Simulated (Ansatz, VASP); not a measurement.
**AlInSb2: VASP beside Ansatz**

File INCAR:

```
SYSTEM = AlInSb2
PREC     = Accurate       ! precision mode
ENCUT    = 520            ! plane-wave cutoff, eV
EDIFF    = 1E-6           ! SCF threshold, eV
ISMEAR   = 0              ! smearing method
SIGMA    = 0.05           ! smearing width, eV
LREAL    = .False.        ! projectors in reciprocal space
LASPH    = .True.         ! aspherical terms in the spheres
NELM     = 60             ! most SCF steps
ALGO     = Normal         ! electronic algorithm
ISIF     = 2              ! what is computed and relaxed
LWAVE    = .False.        ! write WAVECAR
LCHARG   = .True.         ! write CHGCAR
LELF     = .True.         ! ELF
LVHAR    = .True.       
NBANDS   = 21             ! bands
```

KPOINTS

```
Automatic mesh
0
Gamma
  8 8 6
  0 0 0
```

File POSCAR:

```
AlInSb2
1.0
    4.5626022301      0.0000000000      0.0000000000
    0.0000000000      4.5626022301      0.0000000000
    0.0000000000      0.0000000000      5.9286453378
Al In Sb
1 1 2
Direct
    0.0000000000      0.0000000000      0.0000000000
    0.5000000000      0.5000000000      0.5000000000
    0.0000000000      0.5000000000      0.2539107108
    0.5000000000      0.0000000000      0.7460892892
```

Input for Ansatz:

```yaml
crystal:
  lattice:
    - [4.5626022301, 0.0, 0.0]
    - [0.0, 4.5626022301, 0.0]
    - [0.0, 0.0, 5.9286453378]
  atoms:
    - { symbol: Al, position: [0.0, 0.0, 0.0] }
    - { symbol: In, position: [0.5, 0.5, 0.5] }
    - { symbol: Sb, position: [0.0, 0.5, 0.2539107108] }
    - { symbol: Sb, position: [0.5, 0.0, 0.7460892892] }
basis:
  ecutwfc: 420
kpoints:
  mp_grid: { grid: [8, 8, 6] }
hamiltonian:
  xc: lda
  pseudopotentials: { kind: paw }
scf:
  occupations: { method: gaussian, width: 0.05 }
output:
  forces: true
  stress: true
  eigenvalues: true
```

Alike in both runs: task single point; functional LDA; k mesh 8 × 8 × 6; occupations gaussian, width 0.05 eV; no spin polarisation.

```csv
,VASP,Ansatz
version,VASP 6.6.1,Ansatz 0.2.0
potentials or method,"VASP PAW LDA potentials, release 64 (Al, In_d, Sb), cutoff 520 eV","scalar-relativistic, plane waves, PAW"
valence electrons in the cell,26,46
```

VASP gave:

- gap on the k mesh at the Fermi level (eV): 0.29
- least direct gap on the mesh (eV): 0.29
- pressure (GPa): 0.6
- traceless stress, the component that is largest in VASP (GPa): 1.52
- rms of the force components (eV/Å): 0.480

Estimate Ansatz's values.

gap on the k mesh at the Fermi level (eV): 0.25; least direct gap on the mesh (eV): 0.25; pressure (GPa): 0.4; traceless stress, the component that is largest in VASP (GPa): 1.53; rms of the force components (eV/Å): 0.482.

LDA's correlation is that of Perdew and Zunger in VASP and of Perdew and Wang (1992) in Ansatz. Atom by atom the forces differ by 0.002 eV/Å (rms over components). VASP's potentials hold 26 valence electrons a cell and Ansatz's 46, so a difference there can come from the potentials and not from the codes.

Spin-orbit coupling is off throughout.
